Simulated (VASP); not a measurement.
# Si (P6_3/mmc) in VASP: a series of runs

The runs below take Si through single point, with r2SCAN.

Program: VASP 6.6.1. These are calculated values, not measurements. Logs are shortened: lines on timing, memory, paths and dates and some standing lists are left out, and cuts for length are marked.

## (1) The cell of the first run

Symmetry: P6_3/mmc, No. 194, hexagonal system. The conventional cell has a = 3.832 Å, b = 3.832 Å, c = 6.341 Å, α = 90.00°, β = 90.00°, γ = 120.00°. Si (site symmetry 3m) has 4 Si at 2.35 to 2.37 Å within 3.1 Å.

This isn't the form of Si at room conditions, which is diamond.

## (2) Single point, r2SCAN

Input file POSCAR:

```
Si
1.0
    3.8321295316      0.0000000000      0.0000000000
   -1.9160647658      3.3187215249      0.0000000000
    0.0000000000      0.0000000000      6.3412168979
Si
4
Direct
    0.3333333333      0.6666666667      0.0005609416
    0.6666666667      0.3333333333      0.5005609416
    0.3333333333      0.6666666667      0.3744390584
    0.6666666667      0.3333333333      0.8744390584
```

Input file INCAR.step1:

```
SYSTEM = Si
ALGO = Normal ; EDIFF = 1E-4
ENCUT = 520 ; GGA = PE
ISMEAR = 0 ; LASPH = .True.
LCHARG = .False. ; LREAL = .False.
LWAVE = .True. ; NBANDS = 16
NELM = 60 ; PREC = Accurate
SIGMA = 0.01
```

Input file INCAR.step2:

```
SYSTEM = Si
ALGO = Normal ; EDIFF = 1E-6
ENCUT = 520 ; ISIF = 2
ISMEAR = 0 ; ISTART = 1
LASPH = .True. ; LCHARG = .True.
LELF = .True. ; LMIXTAU = .True.
LREAL = .False. ; LVHAR = .True.
LWAVE = .False. ; METAGGA = R2SCAN
NBANDS = 16 ; NELM = 60
PREC = Accurate ; SIGMA = 0.01
```

Input file KPOINTS:

```
k-points
0
Gamma
  6 6 4
  0 0 0
```

Potentials or basis: VASP PAW PBE potentials, release 64 (Si).

On the command line:

```
$ cat potpaw_PBE.64/Si/POTCAR > POTCAR
$ cp INCAR.step1 INCAR
$ mpirun -np 1 vasp_std > vasp.out
$ cp INCAR.step2 INCAR
$ mpirun -np 1 vasp_std > vasp.out
```

OUTCAR:

```text
SYSTEM = Si
   EDIFF = 1E-6
   ENCUT = 520
   ISIF = 2
   ISMEAR = 0
   ISTART = 1
   LASPH = .True.
   LREAL = .False.
   METAGGA = R2SCAN
   NELM = 60
   PREC = Accurate

 ion  position               nearest neighbor table
   1  0.333  0.667  0.001-   4 2.35   4 2.35   4 2.35   3 2.37
   2  0.667  0.333  0.501-   3 2.35   3 2.35   3 2.35   4 2.37
   3  0.333  0.667  0.374-   2 2.35   2 2.35   2 2.35   1 2.37
   4  0.667  0.333  0.874-   1 2.35   1 2.35   1 2.35   2 2.37

  LATTYP: Found a hexagonal cell.
 ALAT       =     3.8321295316
 C/A-ratio  =     1.6547501450

  Lattice vectors:

 A1 = (   3.8321295316,   0.0000000000,   0.0000000000)
 A2 = (  -1.9160647658,   3.3187215249,   0.0000000000)
 A3 = (   0.0000000000,   0.0000000000,   6.3412168979)

Analysis of symmetry for initial positions (statically):
=====================================================================
 Subroutine PRICEL returns:
 Original cell was already a primitive cell.

 Routine SETGRP: Setting up the symmetry group for a
 hexagonal supercell.

 Subroutine GETGRP returns: Found 24 space group operations
 (whereof  6 operations were pure point group operations)
 out of a pool of 24 trial point group operations.

The static configuration has the point symmetry C_3v.
 The point group associated with its full space group is D_6h.

Analysis of symmetry for dynamics (positions and initial velocities):
=====================================================================
 Subroutine PRICEL returns:
 Original cell was already a primitive cell.

 Routine SETGRP: Setting up the symmetry group for a
 hexagonal supercell.

 Subroutine GETGRP returns: Found 24 space group operations
 (whereof  6 operations were pure point group operations)
 out of a pool of 24 trial point group operations.

The dynamic configuration has the point symmetry C_3v.
 The point group associated with its full space group is D_6h.

 Subroutine INISYM returns: Found 24 space group operations
 (whereof  6 operations are pure point group operations),
 and found     1 'primitive' translations

----------------------------------------------------------------------------------------

                                     Primitive cell

  volume of cell :      80.6461

  direct lattice vectors                    reciprocal lattice vectors
     3.832129532  0.000000000  0.000000000     0.260951513  0.150660426  0.000000000
    -1.916064766  3.318721525  0.000000000     0.000000000  0.301320853  0.000000000
     0.000000000  0.000000000  6.341216898     0.000000000  0.000000000  0.157698438

  length of vectors
     3.832129532  3.832129532  6.341216898     0.301320853  0.301320853  0.157698438

  position of ions in fractional coordinates (direct lattice)
     0.333333333  0.666666667  0.000560942
     0.666666667  0.333333333  0.500560942
     0.333333333  0.666666667  0.374439058
     0.666666667  0.333333333  0.874439058

  ion indices of the primitive-cell ions
   primitive index   ion index
                 1           1
                 2           2
                 3           3
                 4           4

----------------------------------------------------------------------------------------

 KPOINTS: k-points

Automatic generation of k-mesh.
 Grid dimensions read from file:
 generate k-points for:    6    6    4

 Generating k-lattice:

  Cartesian coordinates                     Fractional coordinates (reciprocal lattice)
     0.043491919  0.025110071  0.000000000     0.166666667 -0.000000000  0.000000000
     0.000000000  0.050220142  0.000000000     0.000000000  0.166666667  0.000000000
     0.000000000  0.000000000  0.039424610     0.000000000  0.000000000  0.250000000

  Length of vectors
     0.050220142  0.050220142  0.039424610

  Shift w.r.t. Gamma in fractional coordinates (k-lattice)
     0.000000000  0.000000000  0.000000000

 Subroutine IBZKPT returns following result:
 ===========================================

 Found     21 irreducible k-points:

 Following reciprocal coordinates:
            Coordinates               Weight
  0.000000  0.000000  0.000000      1.000000
  0.166667  0.000000  0.000000      6.000000
  0.333333  0.000000  0.000000      6.000000
  0.500000  0.000000  0.000000      3.000000
  0.166667  0.166667  0.000000      6.000000
  0.333333  0.166667  0.000000     12.000000
[... 13 lines left out ...]
  0.333333  0.166667  0.500000     12.000000
  0.333333  0.333333  0.500000      2.000000
   k-points           NKPTS =     21   k-points in BZ     NKDIM =     21   number of bands    NBANDS=     16
   number of dos      NEDOS =    301   number of ions     NIONS =      4
   total plane-waves  NPLWV =  43200
   dimension x,y,z NGX =    30 NGY =   30 NGZ =   48
   dimension x,y,z NGXF=    60 NGYF=   60 NGZF=   96
   ions per type =               4
   NGX,Y,Z   is equivalent  to a cutoff of  13.01, 13.01, 12.58 a.u.
[... 66 lines left out ...]

 k-point     1 :       0.0000    0.0000    0.0000
  band No.  band energies     occupation
      1      -6.8198      2.00000
      2      -4.4283      2.00000
      3      -1.5808      2.00000
      4       4.3372      2.00000
      5       4.3372      2.00000
      6       5.5636      2.00000
[... 8 lines left out ...]
     15      10.3898      0.00000
     16      12.2163      0.00000

 k-point     2 :       0.1667    0.0000    0.0000
  band No.  band energies     occupation
      1      -6.4816      2.00000
      2      -4.0815      2.00000
      3      -1.4283      2.00000
      4       2.4252      2.00000
      5       3.7644      2.00000
      6       4.0502      2.00000
[... 8 lines left out ...]
     15      11.5934      0.00000
     16      11.9573      0.00000

 k-point     3 :       0.3333    0.0000    0.0000
  band No.  band energies     occupation
      1      -5.5167      2.00000
      2      -3.0823      2.00000
      3      -1.7236      2.00000
      4       0.8355      2.00000
      5       1.3816      2.00000
      6       3.0089      2.00000
[... 8 lines left out ...]
     15      13.4877      0.00000
     16      13.4929      0.00000

 k-point     4 :       0.5000    0.0000    0.0000
  band No.  band energies     occupation
      1      -4.5229      2.00000
      2      -2.8625      2.00000
      3      -2.0161      2.00000
      4      -0.2852      2.00000
      5       1.0777      2.00000
      6       2.7216      2.00000
[... 8 lines left out ...]
     15      12.8371      0.00000
     16      14.7237      0.00000

 k-point     5 :       0.1667    0.1667    0.0000
  band No.  band energies     occupation
      1      -5.8245      2.00000
      2      -3.4033      2.00000
      3      -1.4377      2.00000
      4       1.2459      2.00000
      5       2.2812      2.00000
      6       2.4169      2.00000
[... 8 lines left out ...]
     15      11.2872      0.00000
     16      12.8736      0.00000

 k-point     6 :       0.3333    0.1667    0.0000
  band No.  band energies     occupation
      1      -4.6554      2.00000
      2      -2.4930      2.00000
      3      -2.1716      2.00000
      4       0.2343      2.00000
      5       1.0523      2.00000
      6       1.7128      2.00000
[... 8 lines left out ...]
     15      12.8374      0.00000
     16      12.8885      0.00000
[... 210 lines left out ...]
 k-point    18 :       0.5000    0.0000    0.5000
  band No.  band energies     occupation
      1      -3.7927      2.00000
      2      -3.7927      2.00000
      3      -1.6215      2.00000
      4      -1.6215      2.00000
      5       3.3598      2.00000
      6       3.3598      2.00000
[... 8 lines left out ...]
     15      14.4868      0.00000
     16      14.4868      0.00000

 k-point    19 :       0.1667    0.1667    0.5000
  band No.  band energies     occupation
      1      -5.0100      2.00000
      2      -5.0100      2.00000
      3       0.5190      2.00000
      4       0.5190      2.00000
      5       3.0160      2.00000
      6       3.0160      2.00000
[... 8 lines left out ...]
     15      11.9143      0.00000
     16      11.9143      0.00000

 k-point    20 :       0.3333    0.1667    0.5000
  band No.  band energies     occupation
      1      -3.9001      2.00000
      2      -3.9001      2.00000
      3      -1.1937      2.00000
      4      -1.1937      2.00000
      5       2.1869      2.00000
      6       2.1869      2.00000
[... 8 lines left out ...]
     15      13.1917      0.00000
     16      13.1917      0.00000

 k-point    21 :       0.3333    0.3333    0.5000
  band No.  band energies     occupation
      1      -3.2013      2.00000
      2      -3.2013      2.00000
      3      -1.7872      2.00000
      4      -1.7872      2.00000
      5       1.2675      2.00000
      6       1.2675      2.00000
[... 8 lines left out ...]
     15      12.6392      0.00000
     16      12.6392      0.00000

------------------------ aborting loop because EDIFF is reached ----------------------------------------

  FORCE on cell =-STRESS in cart. coord.  units (eV):
  Direction    XX          YY          ZZ          XY          YZ          ZX
  --------------------------------------------------------------------------------------
  -------------------------------------------------------------------------------------
  Total       -0.0481647     -0.0481647     -0.1676558      0.0000000      0.0000000      0.0000000
  in kB       -0.9568771     -0.9568771     -3.3307767      0.0000000      0.0000000      0.0000000
  external PRESSURE =      -1.7481770 kB  Pullay stress =       0.0000000 kB

 VOLUME and BASIS-vectors are now :
 -----------------------------------------------------------------------------
  energy-cutoff  :      520.00
  volume of cell :       80.65
      direct lattice vectors                 reciprocal lattice vectors
     3.832129532  0.000000000  0.000000000     0.260951513  0.150660426  0.000000000
    -1.916064766  3.318721525  0.000000000     0.000000000  0.301320853  0.000000000
     0.000000000  0.000000000  6.341216898     0.000000000  0.000000000  0.157698438

 POSITION                                       TOTAL-FORCE (eV/Angst)
 -----------------------------------------------------------------------------------
     -0.00000      2.21248      0.00356         0.000000     -0.000000     -0.009330
      1.91606      1.10624      3.17417        -0.000000     -0.000000     -0.009330
     -0.00000      2.21248      2.37440         0.000000      0.000000      0.009330
      1.91606      1.10624      5.54501        -0.000000      0.000000      0.009330
 -----------------------------------------------------------------------------------
    total drift:                               -0.000000      0.000000     -0.000000

  FREE ENERGIE OF THE ION-ELECTRON SYSTEM (eV)
  ---------------------------------------------------
  free  energy   TOTEN  =       -35.0250861174 eV

  energy  without entropy=      -35.0250861174  energy(sigma->0) =      -35.02508612
```

Run time: 2.5 min. Hardware: 1 thread of Intel Xeon 8259CL, shared host; peak memory 0.2 GiB.

Results:

```yaml
Free_energy: -35.0251 eV
Pressure: -0.2 GPa
Largest_force: 0.009 eV/Å
Band_gap_on_the_k_mesh: 0.62 eV (least direct gap 1.38 eV)
```

Forces in eV/Å, atoms in the order of the input:
```
Si   0.000  0.000 -0.009
Si   0.000  0.000 -0.009
Si   0.000  0.000  0.009
Si   0.000  0.000  0.009
```

Caveat: the PAW data sets were made with another functional, which shifts forces and pressure a little. A k mesh can miss the band edges.

## (3) Single point, r2SCAN (20.77 Å³/atom)

This run uses another cell than the first one, of 20.77 Å³/atom.

Input file POSCAR:

```
Si
1.0
    3.8700738758      0.0000000000      0.0000000000
   -1.9350369379      3.3515822910      0.0000000000
    0.0000000000      0.0000000000      6.4040053071
Si
4
Direct
    0.3333333333      0.6666666667      0.0005609416
    0.6666666667      0.3333333333      0.5005609416
    0.3333333333      0.6666666667      0.3744390584
    0.6666666667      0.3333333333      0.8744390584
```

Input file INCAR.step1:

```
SYSTEM = Si
PREC = Accurate
ENCUT = 520
ISMEAR = 0
SIGMA = 0.01
LREAL = .FALSE.
LASPH = .TRUE.
NELM = 100
NBANDS = 16
GGA = PE
ALGO = Normal
EDIFF = 1E-4
LWAVE = .TRUE.
LCHARG = .FALSE.
```

Input file INCAR.step2:

```
SYSTEM = Si
PREC = Accurate
ENCUT = 520
EDIFF = 1E-6
ISMEAR = 0
SIGMA = 0.01
LREAL = .FALSE.
LASPH = .TRUE.
NELM = 100
ALGO = Normal
ISIF = 2
LWAVE = .FALSE.
LCHARG = .FALSE.
METAGGA = R2SCAN
LMIXTAU = .TRUE.
NBANDS = 16
ISTART = 1
```

Input file KPOINTS:

```
Automatic mesh
0
G
  6 6 4
  0 0 0
```

Potentials or basis: VASP PAW PBE potentials, release 64 (Si).

On the command line:

```
$ cat potpaw_PBE.64/Si/POTCAR > POTCAR
$ cp INCAR.step1 INCAR
$ mpirun -np 1 vasp_std > vasp.out
$ cp INCAR.step2 INCAR
$ mpirun -np 1 vasp_std > vasp.out
```

It took 2.4 min on 1 thread of Intel Xeon 8259CL, shared host; peak memory 0.2 GiB.

The run converged. Its results:

- Free energy: -35.0017 eV
- Pressure: -2.9 GPa
- Largest force: 0.022 eV/Å
- Band gap on the k mesh: 0.68 eV (least direct gap 1.29 eV)

Forces in eV/Å, atoms in the order of the input:
```
Si   0.000  0.000 -0.022
Si   0.000  0.000 -0.022
Si   0.000  0.000  0.022
Si   0.000  0.000  0.022
```

Stress tensor (GPa, compression positive):
```
-2.78  0.00  0.00
 0.00 -2.78  0.00
 0.00  0.00 -3.03
```

Levels at points of the mesh, in eV from the valence-band top:
```
           k point  band 5  band 6  band 7  band 8  band 9  band 10  band 11  band 12
(0.00, 0.00, 0.00)   -1.56   -0.36    0.00    0.00    1.29     2.19     2.19     2.51
(0.50, 0.00, 0.00)   -4.72   -3.13   -2.99   -1.48    0.68     2.61     3.26     3.37
(0.00, 0.00, 0.50)   -0.95   -0.95   -0.95   -0.95    2.06     2.06     3.21     3.21
(0.50, 0.00, 0.50)   -2.52   -2.52   -2.48   -2.48    1.15     1.15     1.96     1.96
```

Caveat: the PAW data sets were made with another functional, which shifts forces and pressure a little. A k mesh can miss the band edges.

## (4) Single point, r2SCAN (21.37 Å³/atom)

This run uses another cell than the first one, of 21.37 Å³/atom.

Input file POSCAR:

```
Si
1.0
    3.9072884076      0.0000000000      0.0000000000
   -1.9536442038      3.3838110208      0.0000000000
    0.0000000000      0.0000000000      6.4655860589
Si
4
Direct
    0.3333333333      0.6666666667      0.0005609416
    0.6666666667      0.3333333333      0.5005609416
    0.3333333333      0.6666666667      0.3744390584
    0.6666666667      0.3333333333      0.8744390584
```

Input file INCAR.step1:

```
PREC     = Accurate       # precision mode
ENCUT    = 520            # plane-wave cutoff, eV
ISMEAR   = 0              # smearing method
SIGMA    = 0.01           # smearing width, eV
LREAL    = F              # projectors in reciprocal space
LASPH    = T              # aspherical terms in the spheres
NELM     = 100            # most SCF steps
NBANDS   = 16             # bands
GGA      = PE             # functional
ALGO     = Normal         # electronic algorithm
EDIFF    = 1E-4           # SCF threshold, eV
LWAVE    = T              # write WAVECAR
LCHARG   = F              # write CHGCAR
```

Input file INCAR.step2:

```
PREC     = Accurate       # precision mode
ENCUT    = 520            # plane-wave cutoff, eV
EDIFF    = 1E-6           # SCF threshold, eV
ISMEAR   = 0              # smearing method
SIGMA    = 0.01           # smearing width, eV
LREAL    = F              # projectors in reciprocal space
LASPH    = T              # aspherical terms in the spheres
NELM     = 100            # most SCF steps
ALGO     = Normal         # electronic algorithm
ISIF     = 2              # what is computed and relaxed
LWAVE    = F              # write WAVECAR
LCHARG   = T              # write CHGCAR
METAGGA  = R2SCAN         # meta-GGA
LMIXTAU  = T            
LELF     = T              # ELF
LVHAR    = T            
NBANDS   = 16             # bands
ISTART   = 1
```

Input file KPOINTS:

```
Automatic mesh
0
Gamma
  6 6 4
```

On the command line:

```
$ cat potpaw_PBE.64/Si/POTCAR > POTCAR
$ cp INCAR.step1 INCAR
$ mpirun -np 1 vasp_std > vasp.out
$ cp INCAR.step2 INCAR
$ mpirun -np 1 vasp_std > vasp.out
```

Wall time 2.1 min (1 thread of Intel Xeon 8259CL, shared host); peak memory 0.2 GiB.

Results (log left out):

```
Free energy            : -34.9407 eV
Pressure               : -5.2 GPa
Largest force          : 0.033 eV/Å
Band gap on the k mesh : 0.73 eV (least direct gap 1.21 eV)
```

Forces on the atoms (eV/Å):
```
Si   0.000  0.000 -0.033
Si   0.000  0.000 -0.033
Si   0.000  0.000  0.033
Si   0.000  0.000  0.033
```

Stress tensor (GPa, compression positive):
```
-5.06  0.00  0.00
 0.00 -5.06  0.00
 0.00  0.00 -5.33
```

Levels at points of the mesh, in eV from the valence-band top:
```tsv
k point	band 4	band 5	band 6	band 7	band 8	band 9	band 10	band 11	band 12	band 13
(0.00, 0.00, 0.00)	-1.51	-1.51	-0.34	0.00	0.00	1.21	2.20	2.20	2.45	3.44
(0.50, 0.00, 0.00)	-6.06	-4.58	-3.04	-2.88	-1.44	0.73	2.56	3.29	3.39	4.55
(0.00, 0.00, 0.50)	-4.26	-0.92	-0.92	-0.92	-0.92	1.97	1.97	3.21	3.21	3.21
(0.50, 0.00, 0.50)	-7.31	-2.45	-2.45	-2.40	-2.40	1.14	1.14	2.01	2.01	5.90
```

Caveat: the cell stands under tension; the PAW data sets were made with another functional, which shifts forces and pressure a little. A k mesh can miss the band edges.

## (5) Overview

```csv
cell,gap on the mesh (eV),pressure (GPa),largest force (eV/Å)
"a = 3.832, b = 3.832, c = 6.341 Å, angles 90.0, 90.0, 120.0°, 4 atoms",0.62,-0.2,0.01
"a = 3.870, b = 3.870, c = 6.404 Å, angles 90.0, 90.0, 120.0°, 4 atoms",0.68,-2.9,0.02
"a = 3.907, b = 3.907, c = 6.466 Å, angles 90.0, 90.0, 120.0°, 4 atoms",0.73,-5.2,0.03
```

Alike in all rows: task single point; level r2SCAN; potentials or basis VASP PAW PBE potentials, release 64 (Si); no spin polarisation; k mesh 6 × 6 × 4; cutoff (eV) 520; smearing gaussian 0.01 eV.

Caveats: the PAW data sets were made with another functional, which shifts forces and pressure a little; the cell stands under tension (at least some runs).

Absolute energies hang on the potentials; compare differences alone.
